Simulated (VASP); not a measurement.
A run of VASP 6.6.1 is set up as follows.

The input INCAR:

```
SYSTEM = PtS2
  ALGO = Normal
  DIPOL = 0.5 0.5 0.392
  EDIFF = 1E-7
  ENCUT = 520
  GGA = PE
  IDIPOL = 3
  ISIF = 2
  ISMEAR = 0
  IVDW = 12
  LASPH = .True.
  LCHARG = .True.
  LDIPOL = .True.
  LELF = .True.
  LREAL = .False.
  LVACPOTAV = .True.
  LVHAR = .True.
  LWAVE = .False.
  NBANDS = 31
  NELM = 60
  PREC = Accurate
  SIGMA = 0.05
```

Contents of KPOINTS:

```
k-points
0
Gamma
  9 9 1
  0 0 0
```

POSCAR

```
PtS2
1.0
    3.5415269801      0.0000000000      0.0000000000
   -1.7707634901      3.0670523330      0.0000000000
    0.0000000000      0.0000000000     22.4670671688
S Pt
4 2
Direct
    0.6666666667      0.3333333333      0.2002931654
    0.3333333333      0.6666666667      0.3108342327
    0.3333333333      1.1666666667      0.4728491487
    0.6666666667      0.8333333333      0.5833902160
    0.0000000000      0.0000000000      0.2555636990
    1.0000000000      1.5000000000      0.5281196824
```

Potentials or basis: VASP PAW PBE potentials, release 64 (S, Pt).

The run is started by

```console
$ cat potpaw_PBE.64/S/POTCAR potpaw_PBE.64/Pt/POTCAR > POTCAR
$ mpirun -np 1 vasp_std > vasp.out
```

Task: What does it give for the largest force?

Result: 0.062 eV/Å.

Task: What does it give for the dispersion energy per atom?

Result: -0.310 eV.

Forces in eV/Å, atoms in the order of the input:
```
S   -0.003 -0.002  0.042
S   -0.003 -0.002  0.022
S   -0.003 -0.002 -0.022
S   -0.003 -0.002 -0.042
Pt   0.006  0.003  0.061
Pt   0.006  0.003 -0.061
```

Caveat: the cell differs from its parent crystal (layers slid over each other).
